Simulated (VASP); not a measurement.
# AlRu (Pmm2) in VASP: notebook

The runs below take AlRu through single point, with PBEsol.

Program: VASP 6.6.1. These are calculated values, not measurements. Logs are shortened: lines on timing, memory, paths and dates and some standing lists are left out, and cuts for length are marked.

## Step 1: The cell of the first run

The structure is orthorhombic, space group Pmm2 (No. 25). Conventional cell: a = 2.976 Å, b = 5.953 Å, c = 2.976 Å, α = 90.00°, β = 90.00°, γ = 90.00°. Within 3.3 Å of Al (site symmetry m) lie 8 Ru at 2.51 to 2.65 Å and 6 Al at 2.83 to 3.12 Å. Within 3.4 Å of Ru (site symmetry mm2) lie 8 Al at 2.59 to 2.65 Å and 6 Ru at 2.98 Å. Within 3.3 Å of Ru (site symmetry mm2) lie 8 Al at 2.51 to 2.56 Å and 6 Ru at 2.98 Å.

## Step 2: Single point, PBEsol (atoms displaced along several vibrational modes)

INCAR

```
SYSTEM = AlRu
PREC = Accurate ; ENCUT = 520
EDIFF = 1E-7 ; ISMEAR = 0
SIGMA = 0.15 ; LREAL = .False.
LASPH = .True. ; NELM = 60
ALGO = Fast ; ISIF = 2
LWAVE = .False. ; LCHARG = .False.
GGA = PS ; NBANDS = 25
```

KPOINTS

```
regular mesh
0
Gamma
  16 16 8
  0 0 0
```

POSCAR

```
AlRu
1.0
    2.9763250904      0.0000000000      0.0000000000
    0.0000000000      2.9763250904      0.0000000000
    0.0000000000      0.0000000000      5.9526501809
Al Ru
2 2
Direct
    0.0000000000      0.0000000000     -0.0122634453
    0.0000000000      0.0000000000      0.5122634453
    0.4844775021      0.5000000000      0.2500000000
    0.5155224979      0.5000000000      0.7500000000
```

Potentials or basis: VASP PAW PBE potentials, release 64 (Al, Ru_pv).

Started as:

```console
cat potpaw_PBE.64/Al/POTCAR potpaw_PBE.64/Ru_pv/POTCAR > POTCAR
mpirun -np 1 vasp_std > vasp.out
```

OUTCAR:

```text
SYSTEM = AlRu
   PREC = Accurate
   ENCUT = 520
   EDIFF = 1E-7
   ISMEAR = 0
   LREAL = .False.
   LASPH = .True.
   NELM = 60
   ISIF = 2
   GGA = PS

 ion  position               nearest neighbor table
   1  0.000  0.000  0.988-   4 2.51   4 2.51   4 2.56   4 2.56   3 2.59   3 2.59   3 2.65   3 2.65
                             2 2.83   2 3.12
   2  0.000  0.000  0.512-   4 2.51   4 2.51   4 2.56   4 2.56   3 2.59   3 2.59   3 2.65   3 2.65
                             1 2.83   1 3.12
   3  0.484  0.500  0.250-   1 2.59   2 2.59   1 2.59   2 2.59   1 2.65   2 2.65   1 2.65   2 2.65
                             4 2.98   4 2.98
   4  0.516  0.500  0.750-   1 2.51   2 2.51   1 2.51   2 2.51   1 2.56   2 2.56   1 2.56   2 2.56
                             3 2.98   3 2.98

  LATTYP: Found a simple tetragonal cell.
 ALAT       =     2.9763250904
 C/A-ratio  =     2.0000000000

  Lattice vectors:

 A1 = (   2.9763250904,   0.0000000000,   0.0000000000)
 A2 = (   0.0000000000,   2.9763250904,   0.0000000000)
 A3 = (   0.0000000000,   0.0000000000,   5.9526501809)

Analysis of symmetry for initial positions (statically):
=====================================================================
 Subroutine PRICEL returns:
 Original cell was already a primitive cell.

 Routine SETGRP: Setting up the symmetry group for a
 simple tetragonal supercell.

 Subroutine GETGRP returns: Found  4 space group operations
 (whereof  2 operations were pure point group operations)
 out of a pool of 16 trial point group operations.

The static configuration has the point symmetry C_1h.
 The point group associated with its full space group is C_2v.

Analysis of symmetry for dynamics (positions and initial velocities):
=====================================================================
 Subroutine PRICEL returns:
 Original cell was already a primitive cell.

 Routine SETGRP: Setting up the symmetry group for a
 simple tetragonal supercell.

 Subroutine GETGRP returns: Found  4 space group operations
 (whereof  2 operations were pure point group operations)
 out of a pool of 16 trial point group operations.

The dynamic configuration has the point symmetry C_1h.
 The point group associated with its full space group is C_2v.

 Subroutine INISYM returns: Found  4 space group operations
 (whereof  2 operations are pure point group operations),
 and found     1 'primitive' translations

----------------------------------------------------------------------------------------

                                     Primitive cell

  volume of cell :      52.7316

  direct lattice vectors                    reciprocal lattice vectors
     2.976325090  0.000000000  0.000000000     0.335984803  0.000000000  0.000000000
     0.000000000  2.976325090  0.000000000     0.000000000  0.335984803  0.000000000
     0.000000000  0.000000000  5.952650181     0.000000000  0.000000000  0.167992402

  length of vectors
     2.976325090  2.976325090  5.952650181     0.335984803  0.335984803  0.167992402

  position of ions in fractional coordinates (direct lattice)
     0.000000000  0.000000000  0.987736555
     0.000000000  0.000000000  0.512263445
     0.484477502  0.500000000  0.250000000
     0.515522498  0.500000000  0.750000000

  ion indices of the primitive-cell ions
   primitive index   ion index
                 1           1
                 2           2
                 3           3
                 4           4

----------------------------------------------------------------------------------------

 KPOINTS: regular mesh

Automatic generation of k-mesh.
 Grid dimensions read from file:
 generate k-points for:   16   16    8

 Generating k-lattice:

  Cartesian coordinates                     Fractional coordinates (reciprocal lattice)
     0.020999050  0.000000000  0.000000000     0.062500000  0.000000000  0.000000000
     0.000000000  0.020999050  0.000000000     0.000000000  0.062500000  0.000000000
     0.000000000  0.000000000  0.020999050     0.000000000  0.000000000  0.125000000

  Length of vectors
     0.020999050  0.020999050  0.020999050

  Shift w.r.t. Gamma in fractional coordinates (k-lattice)
     0.000000000  0.000000000  0.000000000

 Subroutine IBZKPT returns following result:
 ===========================================

 Found    405 irreducible k-points:

 Following reciprocal coordinates:
            Coordinates               Weight
  0.000000  0.000000  0.000000      1.000000
  0.062500  0.000000  0.000000      2.000000
  0.000000  0.062500  0.000000      2.000000
  0.125000  0.000000  0.000000      2.000000
  0.000000  0.125000  0.000000      2.000000
  0.187500  0.000000  0.000000      2.000000
[... 16 lines left out ...]
  0.250000  0.062500  0.000000      4.000000
 -0.062500  0.250000  0.000000      4.000000
 [... further k-points ...]
   k-points           NKPTS =    405   k-points in BZ     NKDIM =    405   number of bands    NBANDS=     25
   number of dos      NEDOS =    301   number of ions     NIONS =      4
   total plane-waves  NPLWV =  27648
   dimension x,y,z NGX =    24 NGY =   24 NGZ =   48
   dimension x,y,z NGXF=    48 NGYF=   48 NGZF=   96
   ions per type =               2   2
   NGX,Y,Z   is equivalent  to a cutoff of  13.41, 13.41, 13.41 a.u.
   NGXF,Y,Z  is equivalent  to a cutoff of  26.81, 26.81, 26.81 a.u.
 SYSTEM =  AlRu
   PREC   = accura    normal or accurate (medium, high low for compatibility)
   ISTART =      0    job   : 0-new  1-cont  2-samecut
   ICHARG =      2    charge: 1-file 2-atom 10-const
   ISPIN  =      1    spin polarized calculation?
   LNONCOLLINEAR =      F non collinear calculations
   LSORBIT =      F    spin-orbit coupling
   LASPH  =      T    aspherical Exc in radial PAW
   ENCUT  =  520.0 eV  38.22 Ry    6.18 a.u.   5.53  5.53 11.07*2*pi/ulx,y,z
   NELM   =     60;   NELMIN=  2; NELMDL= -5     # of ELM steps
   EDIFF  = 0.1E-06   stopping-criterion for ELM
   LREAL  =      F    real-space projection
   EDIFFG = 0.1E-05   stopping-criterion for IOM
   NSW    =      0    number of steps for IOM
   IBRION =     -1    ionic relax: 0-MD 1-quasi-New 2-CG
   NFREE  =      0    steps in history (QN), initial steepest desc. (CG)
   ISIF   =      2    stress and relaxation
   ISYM   =      2    0-nonsym 1-usesym 2-fastsym
   POTIM  = 0.5000    time-step for ionic-motion
   TEBEG  =    0.0;   TEEND  =   0.0 temperature during run
   PSTRESS=    0.0 pullay stress
   NELECT =      34.0000    total number of electrons
   NUPDOWN=      -1.0000    fix difference up-down
   EMIN   =  10.00;   EMAX   =-10.00  energy-range for DOS
   EFERMI =   0.00;   METHOD = LEGACY
   ISMEAR =     0;   SIGMA  =   0.15  broadening in eV -4-tet -1-fermi 0-gaus
   EFERMI_NEDOS =   21; number of points for ismear=-14 and -15
   IALGO  =     68    algorithm
   IMIX   =      4    mixing-type and parameters
     AMIX     =   0.40;   BMIX     =  1.00
     AMIX_MAG =   1.60;   BMIX_MAG =  1.00
  volume/ion in A,a.u.               =      13.18        88.96
  Fermi-wavevector in a.u.,A,eV,Ry     =   1.414308  2.672655 27.215300  2.000268
  Thomas-Fermi vector in A             =   2.535864
   LORBIT       =      0    0 simple, 1 ext, 2 COOP (PROOUT), +10 PAW based schemes
   GGA     = PS    functional components
   LHFCALC =     F    Hartree Fock is set to
   AEXX    =    0.0000 exact exchange contribution
   IVDW    =     0    specifies the selected vdW correction
   LEPSILON=     F    determine dielectric tensor
   LRPA    =     F    only Hartree local field effects (RPA)
 non-spin polarized calculation
 RMM-DIIS sequential band-by-band and
 Gauss-broadening in eV      SIGMA  =   0.15
  energy-cutoff  :      520.00
  volume of cell :       52.73
 maximum number of plane-waves:      1447
 NGX is ok and might be reduce to    24
   NGX = 11   NGY = 11   NGZ = 23

 number of electron      33.9999994 magnetization

 Free energy of the ion-electron system (eV)
  ---------------------------------------------------
  ext. energy  EPLUGINS =         0.00000000
  ---------------------------------------------------
  free energy    TOTEN  =       -30.97122533 eV

  energy without entropy =      -30.93504818  energy(sigma->0) =      -30.95313676

 E-fermi :  10.8330     XC(G=0): -12.7632

 val. band max:       10.8312866037   @ k =  -0.0625   0.3750   0.2500
 cond. band min:      10.8336767296   @ k =   0.5000   0.1875   0.5000
 fundamental gap:      0.0023901259
 Fermi energy:        10.8329952101

 k-point     1 :       0.0000    0.0000    0.0000
  band No.  band energies     occupation
      1     -31.1221      2.00000
      2     -30.9074      2.00000
      3     -30.9050      2.00000
      4     -30.9001      2.00000
      5     -30.8854      2.00000
      6     -30.8834      2.00000
[... 17 lines left out ...]
     24      21.5565      0.00000
     25      21.8931      0.00000

 k-point     2 :       0.0625    0.0000    0.0000
  band No.  band energies     occupation
      1     -31.1210      2.00000
      2     -30.9137      2.00000
      3     -30.9066      2.00000
      4     -30.8994      2.00000
      5     -30.8915      2.00000
      6     -30.8846      2.00000
[... 17 lines left out ...]
     24      21.2886      0.00000
     25      21.7638      0.00000

 k-point     3 :       0.0000    0.0625    0.0000
  band No.  band energies     occupation
      1     -31.1210      2.00000
      2     -30.9161      2.00000
      3     -30.9043      2.00000
      4     -30.8994      2.00000
      5     -30.8935      2.00000
      6     -30.8826      2.00000
[... 17 lines left out ...]
     24      21.3578      0.00000
     25      21.6771      0.00000

 k-point     4 :       0.1250    0.0000    0.0000
  band No.  band energies     occupation
      1     -31.1179      2.00000
      2     -30.9384      2.00000
      3     -30.9148      2.00000
      4     -30.9045      2.00000
      5     -30.8974      2.00000
      6     -30.8826      2.00000
[... 17 lines left out ...]
     24      20.3764      0.00000
     25      21.3169      0.00000

 k-point     5 :       0.0000    0.1250    0.0000
  band No.  band energies     occupation
      1     -31.1179      2.00000
      2     -30.9408      2.00000
      3     -30.9169      2.00000
      4     -30.9022      2.00000
      5     -30.8973      2.00000
      6     -30.8806      2.00000
[... 17 lines left out ...]
     24      20.4063      0.00000
     25      21.2770      0.00000

 k-point     6 :       0.1875    0.0000    0.0000
  band No.  band energies     occupation
      1     -31.1133      2.00000
      2     -30.9753      2.00000
      3     -30.9495      2.00000
      4     -30.9014      2.00000
      5     -30.8943      2.00000
      6     -30.8795      2.00000
[... 17 lines left out ...]
     24      19.2790      0.00000
     25      20.6589      0.00000
[... 393 lines left out ...]
 k-point    21 :       0.1875    0.0625    0.0000
  band No.  band energies     occupation
      1     -31.1122      2.00000
      2     -30.9744      2.00000
      3     -30.9488      2.00000
      4     -30.9100      2.00000
      5     -30.8935      2.00000
      6     -30.8876      2.00000
[... 17 lines left out ...]
     24      19.4418      0.00000
     25      20.8855      0.00000

 k-point    22 :      -0.0625    0.1875    0.0000
  band No.  band energies     occupation
      1     -31.1123      2.00000
      2     -30.9768      2.00000
      3     -30.9508      2.00000
      4     -30.9076      2.00000
      5     -30.8935      2.00000
      6     -30.8856      2.00000
[... 17 lines left out ...]
     24      19.4599      0.00000
     25      20.8656      0.00000

 k-point    23 :       0.2500    0.0625    0.0000
  band No.  band energies     occupation
      1     -31.1068      2.00000
      2     -31.0176      2.00000
      3     -30.9894      2.00000
      4     -30.9062      2.00000
      5     -30.8899      2.00000
      6     -30.8839      2.00000
[... 17 lines left out ...]
     24      19.1292      0.00000
     25      20.2590      0.00000

 k-point    24 :      -0.0625    0.2500    0.0000
  band No.  band energies     occupation
      1     -31.1068      2.00000
      2     -31.0200      2.00000
      3     -30.9915      2.00000
      4     -30.9038      2.00000
      5     -30.8898      2.00000
      6     -30.8819      2.00000
[... 17 lines left out ...]
     24      19.1182      0.00000
     25      20.2517      0.00000

 [... further k-points ...]

------------------------ aborting loop because EDIFF is reached ----------------------------------------

  FORCE on cell =-STRESS in cart. coord.  units (eV):
  Direction    XX          YY          ZZ          XY          YZ          ZX
  --------------------------------------------------------------------------------------
  -------------------------------------------------------------------------------------
  Total        0.2199841      0.2517029      0.3606362      0.0000000      0.0000000      0.0000000
  in kB        6.6839138      7.6476459     10.9574328      0.0000000      0.0000000      0.0000000
  external PRESSURE =       8.4296641 kB  Pullay stress =       0.0000000 kB

 VOLUME and BASIS-vectors are now :
 -----------------------------------------------------------------------------
  energy-cutoff  :      520.00
  volume of cell :       52.73
      direct lattice vectors                 reciprocal lattice vectors
     2.976325090  0.000000000  0.000000000     0.335984803  0.000000000  0.000000000
     0.000000000  2.976325090  0.000000000     0.000000000  0.335984803  0.000000000
     0.000000000  0.000000000  5.952650181     0.000000000  0.000000000  0.167992402

 POSITION                                       TOTAL-FORCE (eV/Angst)
 -----------------------------------------------------------------------------------
      0.00000      0.00000      5.87965         0.084275      0.000000      0.852266
      0.00000      0.00000      3.04933         0.084275      0.000000     -0.852266
      1.44196      1.48816      1.48816         0.385356      0.000000      0.000000
      1.53436      1.48816      4.46449        -0.553906      0.000000      0.000000
 -----------------------------------------------------------------------------------
    total drift:                                0.000001      0.000000     -0.000000

  FREE ENERGIE OF THE ION-ELECTRON SYSTEM (eV)
  ---------------------------------------------------
  free  energy   TOTEN  =       -30.9712253299 eV

  energy  without entropy=      -30.9350481830  energy(sigma->0) =      -30.95313676
```

Wall time 13 min (1 thread of Intel Xeon 8259CL, shared host); peak memory 0.52 GiB.

What came out:

```
Free energy            : -30.9712 eV
Pressure               : 0.8 GPa
Largest force          : 0.856 eV/Å
Band gap on the k mesh : zero (bands 17 and 18 overlap by 2.81 eV)
```

Forces in eV/Å, atoms in the order of the input:
```
Al   0.084  0.000  0.852
Al   0.084  0.000 -0.852
Ru   0.385  0.000  0.000
Ru  -0.554  0.000  0.000
```

Stress tensor (GPa, compression positive):
```
0.67 0.00 0.00
0.00 0.76 0.00
0.00 0.00 1.10
```

Caveat: the cell differs from its parent crystal (atoms displaced along several vibrational modes); the PAW data sets were made with another functional, which shifts forces and pressure a little.

## Step 3: Single point, PBEsol (atoms displaced along several vibrational modes)

INCAR

```
  PREC = Accurate
  ENCUT = 520
  EDIFF = 1E-6
  ISMEAR = 0
  SIGMA = 0.15
  LREAL = F
  LASPH = T
  NELM = 60
  ALGO = Fast
  ISIF = 2
  LWAVE = F
  LCHARG = F
  GGA = PS
  NBANDS = 25
```

KPOINTS

```
Automatic mesh
0
Gamma
  16 16 8
```

Changes to POSCAR since step 2:

```diff
@@ -10,3 +10,3 @@
     0.0000000000      0.0000000000      0.5122634453
-    0.4844775021      0.5000000000      0.2500000000
-    0.5155224979      0.5000000000      0.7500000000
+    0.4793033361      0.5000000000      0.2500000000
+    0.5206966639      0.5000000000      0.7500000000
```

Potentials or basis: VASP PAW PBE potentials, release 64 (Al, Ru_pv).

Started as:

```console
cat potpaw_PBE.64/Al/POTCAR potpaw_PBE.64/Ru_pv/POTCAR > POTCAR
mpirun -np 1 vasp_std > vasp.out
```

It took 10 min on 1 thread of Intel Xeon 8259CL, shared host; peak memory 0.52 GiB.

Results (log left out):

- Free energy: -30.9544 eV
- Pressure: 1.1 GPa
- Largest force: 0.863 eV/Å
- Band gap on the k mesh: zero (bands 17 and 18 overlap by 2.79 eV)

Forces in eV/Å, atoms in the order of the input:
```
Al   0.112  0.000  0.856
Al   0.112  0.000 -0.856
Ru   0.511  0.000  0.000
Ru  -0.735  0.000  0.000
```

Stress tensor (GPa, compression positive):
```
0.83 0.00 0.00
0.00 1.00 0.00
0.00 0.00 1.33
```

Levels at points of the mesh, in eV from the Fermi level:
```csv
k point,band 15,band 16,band 17,band 18,band 19,band 20
"(0.00, 0.00, 0.00)",0.12,0.15,0.17,0.47,2.29,6.12
"(0.50, 0.00, 0.00)",-1.23,-1.22,-1.15,0.42,1.52,2.33
"(0.00, 0.50, 0.00)",-1.36,-1.19,-1.14,0.42,1.53,2.31
"(0.50, 0.50, 0.00)",-1.22,1.53,1.65,1.66,2.73,4.09
"(0.00, 0.00, 0.50)",-0.79,-0.78,0.17,0.41,3.12,3.22
"(0.50, 0.00, 0.50)",-1.40,-1.25,-0.58,-0.39,2.11,2.21
"(0.00, 0.50, 0.50)",-1.51,-1.20,-0.57,-0.38,2.11,2.21
"(0.50, 0.50, 0.50)",1.54,1.61,1.63,1.64,2.10,2.14
```

Caveat: the cell differs from its parent crystal (atoms displaced along several vibrational modes); the PAW data sets were made with another functional, which shifts forces and pressure a little.
